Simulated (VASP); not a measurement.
BaTe, 2 atoms in the cell. It takes space group I-4m2 (No. 119, tetragonal). Conventional cell: a = 5.791 Å, b = 5.791 Å, c = 7.000 Å, α = 90.00°, β = 90.00°, γ = 90.00°. Ba (site symmetry -4m2) has 4 Te at 3.38 Å within 4.4 Å. Te (site symmetry -4m2) has 4 Ba at 3.38 Å within 4.4 Å.  This cell differs from its parent crystal: epitaxial xy strain +4.6%.

| Item | Value |
| --- | --- |
| Program | VASP 6.6.1 |
| Task | single point |
| Functional | r2SCAN |
| Potentials or basis | VASP PAW PBE potentials, release 64 (Ba_sv, Te) |
| Cutoff | 520 eV |
| k mesh | 6 × 6 × 6 |
| Occupations | gaussian, width 0.01 eV |
| Spin | no spin polarisation |
| Dipole correction | no |
| Further INCAR settings | ALGO = Normal; EDIFF = 1e-07; NBANDS = 15 |

Potentials or basis: VASP PAW PBE potentials, release 64 (Ba_sv, Te).

Run with:

```sh
$ cat potpaw_PBE.64/Ba_sv/POTCAR potpaw_PBE.64/Te/POTCAR > POTCAR
$ cp INCAR.step1 INCAR
$ mpirun -np 1 vasp_std > vasp.out
$ cp INCAR.step2 INCAR
$ mpirun -np 1 vasp_std > vasp.out
```

Hardware: 1 thread of Intel(R) Xeon(R) 6975P-C (Granite Rapids), on a shared host.

Question: How long does it take, and how much memory?

Answer: Run time: 2 min on 1 thread of Intel(R) Xeon(R) 6975P-C (Granite Rapids) (shared host), peak memory 0.31 GiB. Counts: k points 30.
